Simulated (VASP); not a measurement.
Wanted: the native input for a VASP 6.6.1 run.

```
Task                   : single point
Functional             : PBE
Potentials or basis    : VASP PAW PBE potentials, release 64 (In_d, O)
Cutoff                 : 520 eV
k mesh                 : 13 × 13 × 13
Occupations            : fermi-dirac, width 0.0612256 eV
Spin                   : no spin polarisation
Dipole correction      : no
Further INCAR settings : ALGO = Normal; EDIFF = 1e-07; NBANDS = 24
```

The structure of InO3 (ReO3 type) lies in POSCAR:

```
InO3
1.0
    4.2679705278      0.0000000000      0.0000000000
    0.0000000000      4.2679705278      0.0000000000
    0.0000000000      0.0000000000      4.2679705278
In O
1 3
Direct
    0.0000000000      0.0000000000      0.0000000000
    0.5000000000      0.0000000000      0.0000000000
    0.0000000000      0.5000000000      0.0000000000
    0.0000000000      0.0000000000      0.5000000000
```

One way to write it, as run:

INCAR

```
SYSTEM = InO3
  PREC = Accurate
  ENCUT = 520
  EDIFF = 1E-7
  ISMEAR = -1
  SIGMA = 0.06122561905347299
  LREAL = .FALSE.
  LASPH = .TRUE.
  NELM = 80
  ALGO = Normal
  ISIF = 2
  LWAVE = .FALSE.
  LCHARG = .FALSE.
  GGA = PE
  NBANDS = 24
```

KPOINTS

```
regular mesh
0
G
  13 13 13
  0 0 0
```

Potentials or basis: VASP PAW PBE potentials, release 64 (In_d, O).

Launch:

```bash
$ cat potpaw_PBE.64/In_d/POTCAR potpaw_PBE.64/O/POTCAR > POTCAR
$ mpirun -np 1 vasp_std > vasp.out
```

It gave:

```yaml
Pressure: -2.2 GPa
```

Caveat: an odd number of electrons without spin polarisation forces a metal; a magnetic or distorted state may lie lower.

Wall time 100 s on 1 thread of AMD EPYC 9R45 (Zen 5), with other jobs on the host, peak memory 0.22 GiB.
